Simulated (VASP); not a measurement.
# B2AsN (P6/mmm) in VASP: a series of runs, part 2 of 2

VASP 6.6.1. Earlier steps stand in the parts before.

**3. Single point, LDA**

File INCAR:

```
SYSTEM = B2AsN
ALGO = Normal
EDIFF = 1E-6
ENCUT = 520
ISIF = 2
ISMEAR = -1
LASPH = .True.
LCHARG = .True.
LELF = .True.
LREAL = .False.
LVHAR = .True.
LWAVE = .False.
NBANDS = 16
NELM = 80
PREC = Accurate
SIGMA = 0.15
```

File KPOINTS:

```
k-points
0
Gamma
  15 15 12
  0 0 0
```

File POSCAR:

```
B2AsN
1.0
    3.7352658349      0.0000000000      0.0000000000
   -1.8676329174      3.2348351029      0.0000000000
    0.0000000000      0.0000000000      3.7368804702
B As N
2 1 1
Direct
    0.3333333333      0.6666666667      0.0000000000
    0.6666666667      0.3333333333      0.0000000000
    0.0000000000      0.0000000000      0.0000000000
    0.0000000000      0.0000000000      0.5000000000
```

Potentials or basis: VASP PAW LDA potentials, release 64 (B, As, N).

Run with:

```console
$ cat potpaw_LDA.64/B/POTCAR potpaw_LDA.64/As/POTCAR potpaw_LDA.64/N/POTCAR > POTCAR
$ mpirun -np 1 vasp_std > vasp.out
```

OUTCAR:

```text
SYSTEM = B2AsN
   EDIFF = 1E-6
   ENCUT = 520
   ISIF = 2
   ISMEAR = -1
   LASPH = .True.
   LREAL = .False.
   NELM = 80
   PREC = Accurate

 ion  position               nearest neighbor table
   1  0.333  0.667  0.000-   3 2.16   2 2.16   2 2.16   3 2.16   3 2.16   2 2.16
   2  0.667  0.333  0.000-   3 2.16   1 2.16   1 2.16   3 2.16   3 2.16   1 2.16
   3  0.000  0.000  0.000-   4 1.87   4 1.87   1 2.16   2 2.16   1 2.16   2 2.16   2 2.16   1 2.16

   4  0.000  0.000  0.500-   3 1.87   3 1.87

  LATTYP: Found a hexagonal cell.
 ALAT       =     3.7352658349
 C/A-ratio  =     1.0004322678

  Lattice vectors:

 A1 = (   3.7352658349,   0.0000000000,   0.0000000000)
 A2 = (  -1.8676329174,   3.2348351029,   0.0000000000)
 A3 = (   0.0000000000,   0.0000000000,   3.7368804702)

Analysis of symmetry for initial positions (statically):
=====================================================================
 Subroutine PRICEL returns:
 Original cell was already a primitive cell.

 Routine SETGRP: Setting up the symmetry group for a
 hexagonal supercell.

 Subroutine GETGRP returns: Found 24 space group operations
 (whereof 24 operations were pure point group operations)
 out of a pool of 24 trial point group operations.

The static configuration has the point symmetry D_6h.

Analysis of symmetry for dynamics (positions and initial velocities):
=====================================================================
 Subroutine PRICEL returns:
 Original cell was already a primitive cell.

 Routine SETGRP: Setting up the symmetry group for a
 hexagonal supercell.

 Subroutine GETGRP returns: Found 24 space group operations
 (whereof 24 operations were pure point group operations)
 out of a pool of 24 trial point group operations.

The dynamic configuration has the point symmetry D_6h.

 Subroutine INISYM returns: Found 24 space group operations
 (whereof 24 operations are pure point group operations),
 and found     1 'primitive' translations

[... 119 lines left out ...]
  volume/ion in A,a.u.               =      11.29        76.18
  Fermi-wavevector in a.u.,A,eV,Ry     =   1.158476  2.189203 18.259939  1.342068
  Thomas-Fermi vector in A             =   2.295078
   LORBIT       =      0    0 simple, 1 ext, 2 COOP (PROOUT), +10 PAW based schemes
   GGA     = CA    functional components
   LHFCALC =     F    Hartree Fock is set to
   AEXX    =    0.0000 exact exchange contribution
   IVDW    =     0    specifies the selected vdW correction
   LEPSILON=     F    determine dielectric tensor
   LRPA    =     F    only Hartree local field effects (RPA)
 non-spin polarized calculation
  energy-cutoff  :      520.00
  volume of cell :       45.15
 maximum number of plane-waves:      1230
 NGX is ok and might be reduce to    28
   NGX = 13   NGY = 13   NGZ = 13

 number of electron      16.0000001 magnetization

 Free energy of the ion-electron system (eV)
  ---------------------------------------------------
  ext. energy  EPLUGINS =         0.00000000
  ---------------------------------------------------
  free energy    TOTEN  =       -20.88467559 eV

  energy without entropy =      -20.77272852  energy(sigma->0) =      -20.82870205

 E-fermi :   5.4580     XC(G=0): -10.9235

 val. band max:        5.4522709084   @ k =   0.3333   0.2000   0.0000
 cond. band min:       5.4672151862   @ k =   0.2667   0.2000   0.3333
 fundamental gap:      0.0149442778
 Fermi energy:         5.4579707463

 k-point     1 :       0.0000    0.0000    0.0000
  band No.  band energies     occupation
      1     -12.3243      2.00000
      2      -4.8658      2.00000
      3      -2.6820      2.00000
      4       0.3604      2.00000
      5       0.3604      2.00000
      6       2.3200      2.00000
[... 433 lines left out ...]
      3      -4.0957      2.00000
      4      -2.8576      2.00000
      5      -1.9561      2.00000
      6       4.0309      1.99985
[... 8 lines left out ...]
     15      15.3280      0.00000
     16      15.9391      0.00000

 [... further k-points ...]

------------------------ aborting loop because EDIFF is reached ----------------------------------------

  FORCE on cell =-STRESS in cart. coord.  units (eV):
  Direction    XX          YY          ZZ          XY          YZ          ZX
  --------------------------------------------------------------------------------------
  -------------------------------------------------------------------------------------
  Total        0.2312078      0.2312078      0.4808986      0.0000000      0.0000000     -0.0000000
  in kB        8.2040855      8.2040855     17.0640158      0.0000000      0.0000000     -0.0000000
  external PRESSURE =      11.1573956 kB  Pullay stress =       0.0000000 kB

 VOLUME and BASIS-vectors are now :
 -----------------------------------------------------------------------------
  energy-cutoff  :      520.00
  volume of cell :       45.15
      direct lattice vectors                 reciprocal lattice vectors
     3.735265835  0.000000000  0.000000000     0.267718563  0.154567384  0.000000000
    -1.867632917  3.234835103  0.000000000     0.000000000  0.309134768  0.000000000
     0.000000000  0.000000000  3.736880470     0.000000000  0.000000000  0.267602886

 POSITION                                       TOTAL-FORCE (eV/Angst)
 -----------------------------------------------------------------------------------
     -0.00000      2.15656      0.00000         0.000000     -0.000000      0.000000
      1.86763      1.07828      0.00000        -0.000000      0.000000      0.000000
      0.00000      0.00000      0.00000        -0.000000      0.000000      0.000000
      0.00000      0.00000      1.86844        -0.000000      0.000000      0.000000
 -----------------------------------------------------------------------------------
    total drift:                               -0.000000      0.000000     -0.000000

  FREE ENERGIE OF THE ION-ELECTRON SYSTEM (eV)
  ---------------------------------------------------
  free  energy   TOTEN  =       -20.8846755850 eV

  energy  without entropy=      -20.7727285160  energy(sigma->0) =      -20.82870205
```

OSZICAR:

```text
N       E                     dE             d eps       ncg     rms          rms(c)
DAV:   1     0.368477075651E+02    0.36848E+02   -0.72906E+03  6048   0.896E+02
DAV:   2    -0.200297224113E+02   -0.56877E+02   -0.50844E+02  8120   0.167E+02
DAV:   3    -0.223970232672E+02   -0.23673E+01   -0.23480E+01  8128   0.317E+01
DAV:   4    -0.224116920597E+02   -0.14669E-01   -0.14665E-01  7240   0.271E+00
DAV:   5    -0.224118321310E+02   -0.14007E-03   -0.14006E-03  8024   0.249E-01    0.102E+01
DAV:   6    -0.218565515789E+02    0.55528E+00   -0.83667E+00  7240   0.202E+01    0.778E+00
DAV:   7    -0.209440060212E+02    0.91255E+00   -0.16237E+00  7384   0.945E+00    0.365E+00
DAV:   8    -0.208894813397E+02    0.54525E-01   -0.23728E-01  6792   0.315E+00    0.940E-01
DAV:   9    -0.208852379946E+02    0.42433E-02   -0.11113E-02  8360   0.633E-01    0.184E-01
DAV:  10    -0.208847369754E+02    0.50102E-03   -0.10311E-03  7104   0.209E-01    0.677E-02
DAV:  11    -0.208846828421E+02    0.54133E-04   -0.12747E-04  7824   0.935E-02    0.370E-02
DAV:  12    -0.208846754531E+02    0.73890E-05   -0.19800E-05  7712   0.342E-02    0.980E-03
DAV:  13    -0.208846755850E+02   -0.13198E-06   -0.18868E-06  5856   0.100E-02
   1 F= -.20884676E+02 E0= -.20828702E+02  d E =-.111947E+00
```

stdout:

```text
POSCAR found type information on POSCAR B AsN
 POSCAR found :  3 types and       4 ions
 scaLAPACK will be used
 LDA part: xc-table for (Slater(with rela. corr.)+CA(PZ))
 , standard interpolation
 POSCAR, INCAR and KPOINTS ok, starting setup
 FFT: planning ... GRIDC
 FFT: planning ... GRID_SOFT
 FFT: planning ... GRID
 WAVECAR not read
 entering main loop
```

It took 65 s on 1 thread of AMD EPYC 9R45 (Zen 5), shared host; peak memory 0.22 GiB.

What came out:

```
Free energy            : -20.8847 eV
Pressure               : 1.1 GPa
Band gap on the k mesh : zero (band 8 reaches 7.59 eV, above the bottom of band 9 at 3.88 eV)
```

Levels at points of the mesh, in eV from the Fermi level:
| k point | band 4 | band 5 | band 6 | band 7 | band 8 | band 9 | band 10 | band 11 | band 12 | band 13 |
| --- | --- | --- | --- | --- | --- | --- | --- | --- | --- | --- |
| (0.00, 0.00, 0.00) | -5.10 | -5.10 | -3.14 | -3.14 | -1.08 | 0.38 | 0.56 | 0.86 | 0.86 | 4.95 |
| (0.00, 0.00, 0.50) | -3.87 | -3.87 | -2.96 | -2.96 | -2.23 | -1.56 | -1.56 | 1.02 | 3.91 | 4.10 |

**4. Single point, LDA**

File INCAR:

```
  PREC = Accurate
  ENCUT = 520
  EDIFF = 1E-6
  ISMEAR = -1
  SIGMA = 0.15
  LREAL = False
  LASPH = True
  NELM = 100
  ALGO = Normal
  ISIF = 2
  LWAVE = False
  LCHARG = False
  NBANDS = 16
```

File KPOINTS:

```
Automatic mesh
0
Gamma
  15 15 12
```

POSCAR is that of step 3.

Run with:

```console
$ cat potpaw_LDA.64/B/POTCAR potpaw_LDA.64/As/POTCAR potpaw_LDA.64/N/POTCAR > POTCAR
$ mpirun -np 1 vasp_std > vasp.out
```

Run time: 63 s. Hardware: 1 thread of AMD EPYC 9R45 (Zen 5), shared host; peak memory 0.22 GiB.

It converged, with:

```yaml
Free_energy: -20.8847 eV
Pressure: 1.1 GPa
Band_gap_on_the_k_mesh: zero (band 8 reaches 7.59 eV, above the bottom of band 9 at 3.88 eV)
```

Stress tensor (GPa, compression positive):
```
0.82 0.00 0.00
0.00 0.82 0.00
0.00 0.00 1.71
```

Levels at points of the mesh, in eV from the Fermi level:
```tsv
k point	band 5	band 6	band 7	band 8	band 9	band 10	band 11	band 12
(0.00, 0.00, 0.00)	-5.10	-3.14	-3.14	-1.08	0.38	0.56	0.86	0.86
(0.00, 0.00, 0.50)	-3.87	-2.96	-2.96	-2.23	-1.56	-1.56	1.02	3.91
```
